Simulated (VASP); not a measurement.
Runs of VASP 6.6.1 on Cl. The structure is that of space group Fd-3m (No. 227), or close to it. The cells are those of the table. 

```tsv
task	cell	cutoff (eV)	gap on the mesh (eV)	pressure (GPa)
single point	a = 2.914 Å, angles 60.0°, 2 atoms	520	none	273.2
single point	a = 2.912 Å, angles 60.0°, 2 atoms	520	none	(a)
relaxation of cell and atoms	relaxed to 270 GPa from a = 2.873 Å, angles 60.0°, 2 atoms	600	none	270.0
relaxation of cell and atoms	relaxed to 270 GPa from a = 2.912 Å, angles 60.0°, 2 atoms	600	none	269.9
```

Alike in all rows: level PBEsol; potentials or basis VASP PAW PBE potentials, release 64 (Cl); no spin polarisation; k mesh 15 × 15 × 15; smearing fermi-dirac 0.1 eV.

Fill in the values left out.

(a) 274.3.

Caveats: the PAW data sets were made with another functional, which shifts forces and pressure a little; the cell is relaxed towards a set pressure, so the enthalpy falls and the energy may rise (some runs).

A gap of «none» marks levels without a gap at the run's occupations.
